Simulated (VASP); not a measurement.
# Sb2As2C (P-6m2) in VASP: further runs, part 3 of 3

VASP 6.6.1. The steps go on from the part before.

## 4. Single point, PBE

This run uses another cell than the first one, of 24.68 Å³/atom.

The input, INCAR:

```
SYSTEM = Sb2As2C
PREC = Accurate
ENCUT = 520
EDIFF = 1E-6
ISMEAR = 0
SIGMA = 0.1
LREAL = .False.
LASPH = .True.
NELM = 100
ALGO = Normal
ISIF = 2
LWAVE = .False.
LCHARG = .False.
GGA = PE
NBANDS = 20
```

The input, KPOINTS:

```
Automatic mesh
0
Gamma
  6 6 2
  0 0 0
```

The input, POSCAR:

```
Sb2As2C
1.0
    4.0476909300      0.0000000000      0.0000000000
   -2.0238454700      3.5054031700      0.0000000000
    0.0000000000      0.0000000000      8.6987430600
Sb As C
2 2 1
Direct
    0.0000000000      0.0000000000      0.2076934400
    0.0000000000      0.0000000000      0.7923065600
    0.3333333300      0.6666666700      0.0000000000
    0.6666666700      0.3333333300      0.0000000000
    0.6666666700      0.3333333300      0.5000000000
```

Potentials or basis: VASP PAW PBE potentials, release 64 (Sb, As, C).

On the command line:

```bash
$ cat potpaw_PBE.64/Sb/POTCAR potpaw_PBE.64/As/POTCAR potpaw_PBE.64/C/POTCAR > POTCAR
$ mpirun -np 1 vasp_std > vasp.out
```

OUTCAR:

```text
SYSTEM = Sb2As2C
   PREC = Accurate
   ENCUT = 520
   EDIFF = 1E-6
   ISMEAR = 0
   LREAL = .False.
   LASPH = .True.
   NELM = 100
   ISIF = 2
   GGA = PE

 ion  position               nearest neighbor table
   1  0.000  0.000  0.208-   3 2.95   4 2.95   4 2.95   3 2.95   4 2.95   3 2.95   2 3.61
   2  0.000  0.000  0.792-   3 2.95   4 2.95   4 2.95   3 2.95   4 2.95   3 2.95   1 3.61
   3  0.333  0.667  0.000-   4 2.34   4 2.34   4 2.34   1 2.95   2 2.95   2 2.95   1 2.95   2 2.95
                             1 2.95
   4  0.667  0.333  0.000-   3 2.34   3 2.34   3 2.34   1 2.95   2 2.95   1 2.95   2 2.95   1 2.95
                             2 2.95
   5  0.667  0.333  0.500-

  LATTYP: Found a hexagonal cell.
 ALAT       =     4.0476909300
 C/A-ratio  =     2.1490630610

  Lattice vectors:

 A1 = (   4.0476909300,   0.0000000000,   0.0000000000)
 A2 = (  -2.0238454700,   3.5054031700,   0.0000000000)
 A3 = (   0.0000000000,   0.0000000000,   8.6987430600)

Analysis of symmetry for initial positions (statically):
=====================================================================
 Subroutine PRICEL returns:
 Original cell was already a primitive cell.

 Routine SETGRP: Setting up the symmetry group for a
 hexagonal supercell.

 Subroutine GETGRP returns: Found 12 space group operations
 (whereof 12 operations were pure point group operations)
 out of a pool of 24 trial point group operations.

The static configuration has the point symmetry D_3h.

Analysis of symmetry for dynamics (positions and initial velocities):
=====================================================================
 Subroutine PRICEL returns:
 Original cell was already a primitive cell.

 Routine SETGRP: Setting up the symmetry group for a
 hexagonal supercell.

 Subroutine GETGRP returns: Found 12 space group operations
 (whereof 12 operations were pure point group operations)
 out of a pool of 24 trial point group operations.

The dynamic configuration has the point symmetry D_3h.

 Subroutine INISYM returns: Found 12 space group operations
 (whereof 12 operations are pure point group operations),
 and found     1 'primitive' translations

----------------------------------------------------------------------------------------

                                     Primitive cell

  volume of cell :     123.4246

  direct lattice vectors                    reciprocal lattice vectors
     4.047690930  0.000000000  0.000000000     0.247054436  0.142636946  0.000000000
    -2.023845470  3.505403170  0.000000000     0.000000000  0.285273890  0.000000000
     0.000000000  0.000000000  8.698743060     0.000000000  0.000000000  0.114959138

  length of vectors
     4.047690930  4.047690931  8.698743060     0.285273891  0.285273890  0.114959138

  position of ions in fractional coordinates (direct lattice)
     0.000000000  0.000000000  0.207693440
     0.000000000  0.000000000  0.792306560
     0.333333330  0.666666670  0.000000000
     0.666666670  0.333333330  0.000000000
     0.666666670  0.333333330  0.500000000

  ion indices of the primitive-cell ions
   primitive index   ion index
                 1           1
                 2           2
                 3           3
[... 33 lines left out ...]
  0.333333 -0.000000  0.000000      6.000000
  0.500000  0.000000  0.000000      3.000000
  0.166667  0.166667  0.000000      6.000000
  0.333333  0.166667  0.000000     12.000000
  0.333333  0.333333  0.000000      2.000000
  0.000000  0.000000  0.500000      1.000000
  0.166667 -0.000000  0.500000      6.000000
  0.333333 -0.000000  0.500000      6.000000
  0.500000  0.000000  0.500000      3.000000
  0.166667  0.166667  0.500000      6.000000
  0.333333  0.166667  0.500000     12.000000
  0.333333  0.333333  0.500000      2.000000
   k-points           NKPTS =     14   k-points in BZ     NKDIM =     14   number of bands    NBANDS=     20
   number of dos      NEDOS =    301   number of ions     NIONS =      5
   total plane-waves  NPLWV =  63000
   dimension x,y,z NGX =    30 NGY =   30 NGZ =   70
   dimension x,y,z NGXF=    60 NGYF=   60 NGZF=  140
   ions per type =               2   2   1
   NGX,Y,Z   is equivalent  to a cutoff of  12.32, 12.32, 13.38 a.u.
   NGXF,Y,Z  is equivalent  to a cutoff of  24.64, 24.64, 26.76 a.u.
 SYSTEM =  Sb2As2C
   PREC   = accura    normal or accurate (medium, high low for compatibility)
   ISTART =      0    job   : 0-new  1-cont  2-samecut
   ICHARG =      2    charge: 1-file 2-atom 10-const
   ISPIN  =      1    spin polarized calculation?
   LNONCOLLINEAR =      F non collinear calculations
   LSORBIT =      F    spin-orbit coupling
   LASPH  =      T    aspherical Exc in radial PAW
   ENCUT  =  520.0 eV  38.22 Ry    6.18 a.u.   7.53  7.53 16.17*2*pi/ulx,y,z
   NELM   =    100;   NELMIN=  2; NELMDL= -5     # of ELM steps
   EDIFF  = 0.1E-05   stopping-criterion for ELM
   LREAL  =      F    real-space projection
   EDIFFG = 0.1E-04   stopping-criterion for IOM
   NSW    =      0    number of steps for IOM
   IBRION =     -1    ionic relax: 0-MD 1-quasi-New 2-CG
   NFREE  =      0    steps in history (QN), initial steepest desc. (CG)
   ISIF   =      2    stress and relaxation
   ISYM   =      2    0-nonsym 1-usesym 2-fastsym
   POTIM  = 0.5000    time-step for ionic-motion
   TEBEG  =    0.0;   TEEND  =   0.0 temperature during run
   PSTRESS=    0.0 pullay stress
   NELECT =      24.0000    total number of electrons
   NUPDOWN=      -1.0000    fix difference up-down
   EMIN   =  10.00;   EMAX   =-10.00  energy-range for DOS
   EFERMI =   0.00;   METHOD = LEGACY
   ISMEAR =     0;   SIGMA  =   0.10  broadening in eV -4-tet -1-fermi 0-gaus
   EFERMI_NEDOS =   21; number of points for ismear=-14 and -15
   IALGO  =     38    algorithm
   IMIX   =      4    mixing-type and parameters
     AMIX     =   0.40;   BMIX     =  1.00
     AMIX_MAG =   1.60;   BMIX_MAG =  1.00
  volume/ion in A,a.u.               =      24.68       166.58
  Fermi-wavevector in a.u.,A,eV,Ry     =   0.948443  1.792298 12.239045  0.899544
  Thomas-Fermi vector in A             =   2.076632
   LORBIT       =      0    0 simple, 1 ext, 2 COOP (PROOUT), +10 PAW based schemes
   GGA     = PE    functional components
   LHFCALC =     F    Hartree Fock is set to
   AEXX    =    0.0000 exact exchange contribution
   IVDW    =     0    specifies the selected vdW correction
   LEPSILON=     F    determine dielectric tensor
   LRPA    =     F    only Hartree local field effects (RPA)
 non-spin polarized calculation
 Gauss-broadening in eV      SIGMA  =   0.10
  energy-cutoff  :      520.00
  volume of cell :      123.42
 maximum number of plane-waves:      3356
   NGX = 15   NGY = 15   NGZ = 33

 number of electron      23.9999998 magnetization

 Free energy of the ion-electron system (eV)
  ---------------------------------------------------
  ext. energy  EPLUGINS =         0.00000000
  ---------------------------------------------------
  free energy    TOTEN  =       -15.94572292 eV

  energy without entropy =      -15.90842535  energy(sigma->0) =      -15.92707413

 E-fermi :   5.0685     XC(G=0):  -9.2934

 val. band max:        5.0630619624   @ k =   0.3333   0.1667   0.5000
 cond. band min:       5.0869961610   @ k =   0.1667  -0.0000   0.5000
 fundamental gap:      0.0239341986
 Fermi energy:         5.0684569804

 k-point     1 :       0.0000    0.0000    0.0000
  band No.  band energies     occupation
      1     -11.7043      2.00000
      2      -5.7203      2.00000
      3      -4.1004      2.00000
      4      -2.2801      2.00000
      5      -0.9011      2.00000
      6      -0.1467      2.00000
[... 311 lines left out ...]
     19       8.2654      0.00000
     20      12.5233      0.00000

------------------------ aborting loop because EDIFF is reached ----------------------------------------

  FORCE on cell =-STRESS in cart. coord.  units (eV):
  Direction    XX          YY          ZZ          XY          YZ          ZX
  --------------------------------------------------------------------------------------
  -------------------------------------------------------------------------------------
  Total       11.7902107     11.7902107      0.3216191     -0.0000000      0.0000000     -0.0000000
  in kB      153.0489401    153.0489400      4.1749437     -0.0000002      0.0000000     -0.0000000
  external PRESSURE =     103.4242746 kB  Pullay stress =       0.0000000 kB

 VOLUME and BASIS-vectors are now :
 -----------------------------------------------------------------------------
  energy-cutoff  :      520.00
  volume of cell :      123.42
      direct lattice vectors                 reciprocal lattice vectors
     4.047690930  0.000000000  0.000000000     0.247054436  0.142636946  0.000000000
    -2.023845470  3.505403170  0.000000000     0.000000000  0.285273890  0.000000000
     0.000000000  0.000000000  8.698743060     0.000000000  0.000000000  0.114959138

 POSITION                                       TOTAL-FORCE (eV/Angst)
 -----------------------------------------------------------------------------------
      0.00000      0.00000      1.80667        -0.000000      0.000000      3.155045
      0.00000      0.00000      6.89207        -0.000000      0.000000     -3.155045
     -0.00000      2.33694      0.00000         0.000000     -0.000000      0.000000
      2.02385      1.16847      0.00000        -0.000000      0.000000      0.000000
      2.02385      1.16847      4.34937        -0.000000      0.000000      0.000000
 -----------------------------------------------------------------------------------
    total drift:                               -0.000007      0.000004     -0.000000

  FREE ENERGIE OF THE ION-ELECTRON SYSTEM (eV)
  ---------------------------------------------------
  free  energy   TOTEN  =       -15.9457229191 eV

  energy  without entropy=      -15.9084253477  energy(sigma->0) =      -15.92707413
```

It took 24 s on 1 thread of Intel Xeon 6975P-C (Granite Rapids), shared host; peak memory 0.25 GiB.

Results:

- Free energy: -15.9457 eV
- Pressure: 10.3 GPa
- Largest force: 3.155 eV/Å
- Band gap on the k mesh: zero (bands 12 and 13 overlap by 0.46 eV)

Forces on the atoms (eV/Å):
```
Sb   0.000  0.000  3.155
Sb   0.000  0.000 -3.155
As   0.000  0.000  0.000
As   0.000  0.000  0.000
C    0.000  0.000  0.000
```

Stress tensor (GPa, compression positive):
```
15.30  0.00  0.00
 0.00 15.30  0.00
 0.00  0.00  0.42
```

Levels at points of the mesh, in eV from the Fermi level:
```tsv
k point	band 10	band 11	band 12	band 13	band 14	band 15
(0.00, 0.00, 0.00)	-2.43	-0.80	0.24	0.61	0.61	0.85
(0.50, 0.00, 0.00)	-1.36	-0.60	-0.50	-0.08	0.08	1.10
(0.00, 0.00, 0.50)	-2.42	-1.62	0.39	0.39	1.10	1.10
(0.50, 0.00, 0.50)	-1.89	-0.84	-0.71	0.67	0.91	1.66
```

Caveat: the k points lie up to 0.36 Å⁻¹ apart; semilocal functionals underestimate gaps, and a narrow one can read as zero; spin-orbit coupling is left out, which moves the levels of the heavy elements; forces of over 1 eV/Å act on the atoms, so gaps and moduli don't describe the material at rest.

## 5. The runs side by side

```tsv
task	cell	k mesh	cutoff (eV)	gap on the mesh (eV)	pressure (GPa)	largest force (eV/Å)
single point	a = 4.143, b = 4.143, c = 8.486 Å, angles 90.0, 90.0, 120.0°, 5 atoms, atomic positions A	12 × 12 × 6	520	none	0.1	0.02
relaxation of cell and atoms	relaxed from a = 4.168, b = 4.168, c = 8.141 Å, angles 90.0, 90.0, 120.0°, 5 atoms, atomic positions B	12 × 12 × 6	600	none	0.0	-
single point	a = 4.048, b = 4.048, c = 8.699 Å, angles 90.0, 90.0, 120.0°, 5 atoms, atomic positions C	6 × 6 × 2	520	none	10.3	3.16
```

Alike in all rows: level PBE; potentials or basis VASP PAW PBE potentials, release 64 (Sb, As, C); no spin polarisation; smearing gaussian 0.1 eV.

Caveats: some runs use coarse meshes; spin-orbit coupling is left out, which moves the levels of the heavy elements; this functional lacks dispersion, which binds layers or chains, so the pressure and a relaxed spacing across them are unreliable (at least some runs); semilocal functionals underestimate gaps, and a narrow one can read as zero (at least some runs); forces of over 1 eV/Å act on the atoms, so gaps and moduli don't describe the material at rest (at least some runs).

Absolute energies hang on the potentials; compare differences alone.

The gap in the log of VASP goes by the Fermi energy; the results here count the filled bands.